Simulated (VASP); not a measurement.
# LiSc3 (Pm-3m) in VASP: notebook, part 2 of 2

VASP 6.6.1. Earlier steps stand in the parts before.

## 3. Single point, PBE

This run uses another cell than the first one, of 23.20 Å³/atom.

The input, INCAR:

```
PREC = Accurate
ENCUT = 520
EDIFF = 1E-6
ISMEAR = 0
SIGMA = 0.1
LREAL = F
LASPH = T
NELM = 100
ALGO = Normal
ISIF = 2
LWAVE = F
LCHARG = T
GGA = PE
LELF = T
LVHAR = T
NBANDS = 26
```

The input, KPOINTS:

```
Automatic mesh
0
Gamma
  4 4 4
```

The input, POSCAR:

```
LiSc3
1.0
    4.5272971902      0.0000000000      0.0000000000
    0.0000000000      4.5272971902      0.0000000000
    0.0000000000      0.0000000000      4.5272971902
Li Sc
1 3
Direct
    0.0000000000      0.0000000000      0.0000000000
    0.0000000000      0.5000000000      0.5000000000
    0.5000000000      0.0000000000      0.5000000000
    0.5000000000      0.5000000000      0.0000000000
```

Potentials or basis: VASP PAW PBE potentials, release 64 (Li_sv, Sc_sv).

On the command line:

```bash
cat potpaw_PBE.64/Li_sv/POTCAR potpaw_PBE.64/Sc_sv/POTCAR > POTCAR
mpirun -np 1 vasp_std > vasp.out
```

OUTCAR:

```text
PREC = Accurate
   ENCUT = 520
   EDIFF = 1E-6
   ISMEAR = 0
   LREAL = F
   LASPH = T
   NELM = 100
   ISIF = 2
   GGA = PE

 ion  position               nearest neighbor table
   1  0.000  0.000  0.000-
   2  0.000  0.500  0.500-   3 3.20   4 3.20   4 3.20   3 3.20   3 3.20   4 3.20   4 3.20   3 3.20

   3  0.500  0.000  0.500-   2 3.20   4 3.20   4 3.20   2 3.20   4 3.20   4 3.20   2 3.20   2 3.20

   4  0.500  0.500  0.000-   2 3.20   3 3.20   2 3.20   3 3.20   3 3.20   3 3.20   2 3.20   2 3.20

  LATTYP: Found a simple cubic cell.
 ALAT       =     4.5272971902

  Lattice vectors:

 A1 = (   4.5272971902,   0.0000000000,   0.0000000000)
 A2 = (   0.0000000000,   4.5272971902,   0.0000000000)
 A3 = (   0.0000000000,   0.0000000000,   4.5272971902)

Analysis of symmetry for initial positions (statically):
=====================================================================
 Subroutine PRICEL returns:
 Original cell was already a primitive cell.

 Routine SETGRP: Setting up the symmetry group for a
 simple cubic supercell.

 Subroutine GETGRP returns: Found 48 space group operations
 (whereof 48 operations were pure point group operations)
 out of a pool of 48 trial point group operations.

The static configuration has the point symmetry O_h .

Analysis of symmetry for dynamics (positions and initial velocities):
=====================================================================
 Subroutine PRICEL returns:
 Original cell was already a primitive cell.

 Routine SETGRP: Setting up the symmetry group for a
 simple cubic supercell.

 Subroutine GETGRP returns: Found 48 space group operations
 (whereof 48 operations were pure point group operations)
 out of a pool of 48 trial point group operations.

The dynamic configuration has the point symmetry O_h .

[... 103 lines left out ...]
   EFERMI_NEDOS =   21; number of points for ismear=-14 and -15
   IALGO  =     38    algorithm
   IMIX   =      4    mixing-type and parameters
     AMIX     =   0.40;   BMIX     =  1.00
     AMIX_MAG =   1.60;   BMIX_MAG =  1.00
  volume/ion in A,a.u.               =      23.20       156.55
  Fermi-wavevector in a.u.,A,eV,Ry     =   1.193997  2.256328 19.396866  1.425629
  Thomas-Fermi vector in A             =   2.329998
   LORBIT       =      0    0 simple, 1 ext, 2 COOP (PROOUT), +10 PAW based schemes
   GGA     = PE    functional components
   LHFCALC =     F    Hartree Fock is set to
   AEXX    =    0.0000 exact exchange contribution
   IVDW    =     0    specifies the selected vdW correction
   LEPSILON=     F    determine dielectric tensor
   LRPA    =     F    only Hartree local field effects (RPA)
 non-spin polarized calculation
 Gauss-broadening in eV      SIGMA  =   0.10
  energy-cutoff  :      520.00
  volume of cell :       92.79
 maximum number of plane-waves:      2522
 NGX is ok and might be reduce to    36
   NGX = 17   NGY = 17   NGZ = 17

 number of electron      36.0000027 magnetization

 Free energy of the ion-electron system (eV)
  ---------------------------------------------------
  ext. energy  EPLUGINS =         0.00000000
  ---------------------------------------------------
  free energy    TOTEN  =       -19.81876388 eV

  energy without entropy =      -19.77009056  energy(sigma->0) =      -19.79442722

 E-fermi :   3.1227     XC(G=0):  -9.3591

 val. band max:        3.1101422428   @ k =   0.5000   0.2500   0.2500
 cond. band min:       3.1240260170   @ k =   0.2500   0.2500   0.0000
 fundamental gap:      0.0138837741
 Fermi energy:         3.1226685348

 k-point     1 :       0.0000    0.0000    0.0000
  band No.  band energies     occupation
      1     -46.4929      2.00000
      2     -46.4181      2.00000
      3     -46.4181      2.00000
      4     -42.0946      2.00000
      5     -25.2478      2.00000
      6     -25.2478      2.00000
[... 279 lines left out ...]
     25       5.3397      0.00000
     26       5.3398      0.00000

------------------------ aborting loop because EDIFF is reached ----------------------------------------

  FORCE on cell =-STRESS in cart. coord.  units (eV):
  Direction    XX          YY          ZZ          XY          YZ          ZX
  --------------------------------------------------------------------------------------
  -------------------------------------------------------------------------------------
  Total        0.1622468      0.1622468      0.1622468      0.0000000      0.0000000     -0.0000000
  in kB        2.8013650      2.8013650      2.8013650      0.0000000      0.0000000     -0.0000000
  external PRESSURE =       2.8013650 kB  Pullay stress =       0.0000000 kB

 VOLUME and BASIS-vectors are now :
 -----------------------------------------------------------------------------
  energy-cutoff  :      520.00
  volume of cell :       92.79
      direct lattice vectors                 reciprocal lattice vectors
     4.527297190  0.000000000  0.000000000     0.220882341  0.000000000  0.000000000
     0.000000000  4.527297190  0.000000000     0.000000000  0.220882341  0.000000000
     0.000000000  0.000000000  4.527297190     0.000000000  0.000000000  0.220882341

 POSITION                                       TOTAL-FORCE (eV/Angst)
 -----------------------------------------------------------------------------------
      0.00000      0.00000      0.00000         0.000000      0.000000      0.000000
      0.00000      2.26365      2.26365         0.000000      0.000000      0.000000
      2.26365      0.00000      2.26365         0.000000      0.000000      0.000000
      2.26365      2.26365      0.00000         0.000000      0.000000      0.000000
 -----------------------------------------------------------------------------------
    total drift:                                0.000000      0.000000      0.000000

  FREE ENERGIE OF THE ION-ELECTRON SYSTEM (eV)
  ---------------------------------------------------
  free  energy   TOTEN  =       -19.8187638761 eV

  energy  without entropy=      -19.7700905641  energy(sigma->0) =      -19.79442722
```

OSZICAR:

```text
N       E                     dE             d eps       ncg     rms          rms(c)
DAV:   1     0.657109637933E+03    0.65711E+03   -0.15670E+04   520   0.142E+03
DAV:   2     0.119994866805E+02   -0.64511E+03   -0.63601E+03   704   0.629E+02
DAV:   3    -0.207065486286E+02   -0.32706E+02   -0.32225E+02   870   0.192E+02
DAV:   4    -0.228988812851E+02   -0.21923E+01   -0.21036E+01  1022   0.361E+01
DAV:   5    -0.230044376352E+02   -0.10556E+00   -0.10502E+00   856   0.723E+00    0.938E+00
DAV:   6    -0.199731283976E+02    0.30313E+01   -0.96248E+00   766   0.244E+01    0.222E+00
DAV:   7    -0.198436337041E+02    0.12949E+00   -0.67215E-01   888   0.616E+00    0.103E+00
DAV:   8    -0.198228639389E+02    0.20770E-01   -0.69212E-02   844   0.218E+00    0.400E-01
DAV:   9    -0.198199676610E+02    0.28963E-02   -0.36106E-02   816   0.140E+00    0.218E-01
DAV:  10    -0.198187742344E+02    0.11934E-02   -0.80947E-03   780   0.788E-01    0.407E-02
DAV:  11    -0.198187668912E+02    0.73433E-05   -0.29902E-04   960   0.164E-01    0.175E-02
DAV:  12    -0.198187635826E+02    0.33086E-05   -0.32588E-05   790   0.573E-02    0.712E-03
DAV:  13    -0.198187638761E+02   -0.29350E-06   -0.39541E-06   656   0.195E-02
   1 F= -.19818764E+02 E0= -.19794427E+02  d E =-.486733E-01
```

Wall time 53 s (1 thread of Intel Xeon 8259CL, shared host); peak memory 0.17 GiB.

What came out:

```
Free energy            : -19.8188 eV
Band gap on the k mesh : zero (bands 18 and 19 overlap by 0.35 eV)
```

Levels at points of the mesh, in eV from the Fermi level:
```csv
k point,band 14,band 15,band 16,band 17,band 18,band 19,band 20,band 21
"(0.00, 0.00, 0.00)",-4.90,-1.67,-0.56,-0.56,-0.19,-0.19,-0.19,1.84
"(0.50, 0.00, 0.00)",-3.38,-2.67,-0.88,0.03,0.03,0.17,0.54,0.92
"(0.50, 0.50, 0.00)",-1.87,-1.87,-1.47,-1.19,0.09,0.24,0.60,0.60
"(0.50, 0.50, 0.50)",-1.42,-1.23,-1.23,-1.23,0.16,0.16,0.16,0.28
```

Caveat: the cutoff is under 1.25 times the usual one of these potentials, so pressure, stress and relaxed cells hold a basis-set (Pulay) error.
